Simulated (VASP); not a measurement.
Runs of VASP 6.6.1 on WS2. The structure is that of space group R3m (No. 160), or close to it. The cells are those of the table. 

```tsv
cell	gap on the mesh (eV)	pressure (GPa)	largest force (eV/Å)
a = 7.141 Å, angles 25.3°, 3 atoms	0.90	-15.6	3.13
a = 6.871 Å, angles 26.8°, 3 atoms	1.14	-15.3	2.49
a = 6.866 Å, angles 26.6°, 3 atoms	1.12	(a)	2.37
a = 6.602 Å, angles 28.5°, 3 atoms	(c)	(b)	1.76
a = 7.136 Å, angles 25.0°, 3 atoms	0.88	-13.5	3.02
```

Alike in all rows: task single point; level PBE+D3(BJ); potentials or basis VASP PAW PBE potentials, release 64 (W_sv, S); no spin polarisation; k mesh 12 × 12 × 12; cutoff (eV) 520; smearing gaussian 0.05 eV.

Question: Fill in the values left out.

Answer: (a) -13.3; (b) -14.4; (c) 1.05.

Caveats: spin-orbit coupling is left out, which moves the levels of the heavy elements; forces of over 1 eV/Å act on the atoms, so gaps and moduli don't describe the material at rest; the stress differs along the axes, from -33 to -7 GPa (at least some runs); the stress differs along the axes, from -25 to -10 GPa (at least some runs); the stress differs along the axes, from -25 to -8 GPa (at least some runs); the cell stands under tension (at least some runs); the stress differs along the axes, from -33 to -4 GPa (at least some runs).

A k mesh can miss the band edges, and the runs leave out spin-orbit coupling on W.
